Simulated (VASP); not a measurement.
## TiAl2: single point with LDA

The system is TiAl2.

```
Ti Al
1.0
     1.84561   -5.70682    0.00000
     1.84561    5.70682    0.00000
     0.00000    0.00000    3.96200
Ti Al
2 4
Direct
  0.65606 0.34394 0.00000
  0.34394 0.65606 0.00000
  0.00000 0.00000 0.00000
  0.82698 0.17302 0.50000
  0.17302 0.82698 0.50000
  0.50000 0.50000 0.50000
```

```
Program             : VASP 6.6.1
Task                : single point
Functional          : LDA
Potentials or basis : VASP PAW LDA potentials, release 64 (Ti_sv, Al)
Cutoff              : 520 eV
k mesh              : 12 × 12 × 12
Occupations         : gaussian, width 0.15 eV
Spin                : no spin polarisation
```

```
Pressure               : 12.6 GPa
Largest force          : 0.338 eV/Å
Band gap on the k mesh : zero (bands 18 and 19 overlap by 1.36 eV)
```

Forces in eV/Å, atoms in the order of the input:
```
Ti   0.000 -0.338  0.000
Ti   0.000  0.338  0.000
Al   0.000  0.000  0.000
Al   0.000 -0.207  0.000
Al   0.000  0.207  0.000
Al   0.000  0.000  0.000
```

Stress tensor (GPa, compression positive):
```
15.62  0.00  0.00
 0.00 16.32  0.00
 0.00  0.00  5.95
```

Levels at points of the mesh, in eV from the Fermi level:
| k point | band 15 | band 16 | band 17 | band 18 | band 19 | band 20 | band 21 | band 22 |
| --- | --- | --- | --- | --- | --- | --- | --- | --- |
| (0.00, 0.00, 0.00) | -1.40 | -1.08 | -0.48 | -0.43 | 0.34 | 0.48 | 1.09 | 1.16 |
| (0.50, 0.00, 0.00) | -1.88 | -1.67 | -1.10 | -0.53 | 0.83 | 1.06 | 1.63 | 1.80 |
| (0.50, 0.50, 0.00) | -1.68 | -1.14 | -1.05 | -0.30 | 0.15 | 1.12 | 1.36 | 1.50 |
| (0.00, 0.00, 0.50) | -1.55 | -0.76 | -0.06 | 0.07 | 0.55 | 0.99 | 1.25 | 1.54 |
| (0.50, 0.00, 0.50) | -2.34 | -1.74 | -1.52 | -1.17 | -0.53 | 1.12 | 1.19 | 1.63 |
| (0.50, 0.50, 0.50) | -2.02 | -0.93 | 0.27 | 0.74 | 1.04 | 1.40 | 1.65 | 1.97 |

Run time: 37 min on 1 thread of Intel(R) Xeon(R) Platinum 8124M CPU @ 3.00GHz (Skylake/Cascade Lake), on a shared host, peak memory 0.63 GiB.

Caveat: the stress differs along the axes, from 6 to 16 GPa.
